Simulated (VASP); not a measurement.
Set up this calculation in VASP 6.6.1, as the native input.

```
Task                   : relaxation of cell and atoms
Functional             : LDA
Potentials or basis    : VASP PAW LDA potentials, release 64 (Sn_d, S)
Cutoff                 : 500 eV
k mesh                 : 4 × 8 × 6
Occupations            : gaussian, width 0.02 eV
Spin                   : no spin polarisation
Dipole correction      : no
Further INCAR settings : ALGO = Normal; EDIFF = 1e-07; IBRION = 2; EDIFFG = -0.005; NSW = 70; ISIF = 3
```

The structure of SnS lies in POSCAR:

```
SnS
1.0
   11.4455026898      0.0000000000      0.0000000000
    0.0000000000      4.0232844605      0.0000000000
    0.0000000000      0.0000000000      4.4542025305
Sn S
4 4
Direct
    0.1215422486      0.2500000000      0.1300059288
    0.3784577514      0.7500000000      0.6300059288
    0.6215422486      0.2500000000      0.3699940712
    0.8784577514      0.7500000000      0.8699940712
    0.8498958702      0.2500000000      0.4774433434
    0.6501041298      0.7500000000      0.9774433434
    0.3498958702      0.2500000000      0.0225566566
    0.1501041298      0.7500000000      0.5225566566
```

These files were run (other wordings do the same):

INCAR

```
  ALGO = Normal
  EDIFF = 1E-7
  EDIFFG = -0.005
  ENCUT = 500
  GGA_COMPAT = False
  IBRION = 2
  ISIF = 3
  ISMEAR = 0
  KPAR = 4
  LASPH = True
  LCHARG = False
  LREAL = False
  LWAVE = False
  NELM = 120
  NELMIN = 4
  NSW = 70
  PREC = Accurate
  SIGMA = 0.02
```

KPOINTS

```
k-points
0
Gamma
  4 8 6
```

Potentials or basis: VASP PAW LDA potentials, release 64 (Sn_d, S).

The run is started by

```console
$ cat potpaw_LDA.64/Sn_d/POTCAR potpaw_LDA.64/S/POTCAR > POTCAR
$ mpirun -np 4 vasp_std > vasp.out
```

Results of the run:

```
Relaxed volume                        : 22.69 Å³/atom
Relaxed cell                          : a = 10.971 Å, b = 3.952 Å, c = 4.186 Å, α = 90.00°, β = 90.00°, γ = 90.00°
Space group after relaxing (to 0.1 Å) : Pnma (No. 62)
Energy gained by relaxing             : 39.5 meV/atom
Ionic steps                           : 37
Pressure after relaxing               : 0.0 GPa
Largest force after relaxing          : 0.004 eV/Å
Band gap on the k mesh                : 0.62 eV (least direct gap 1.03 eV)
```

Caveat: semilocal functionals underestimate gaps, and a narrow one can read as zero; spin-orbit coupling is left out, which moves the levels of the heavy elements.

Run time: 29 min on 4 MPI ranks on Intel(R) Xeon(R) Platinum 8488C (Sapphire Rapids), with other jobs on the host, peak memory 0.5 GiB a rank.
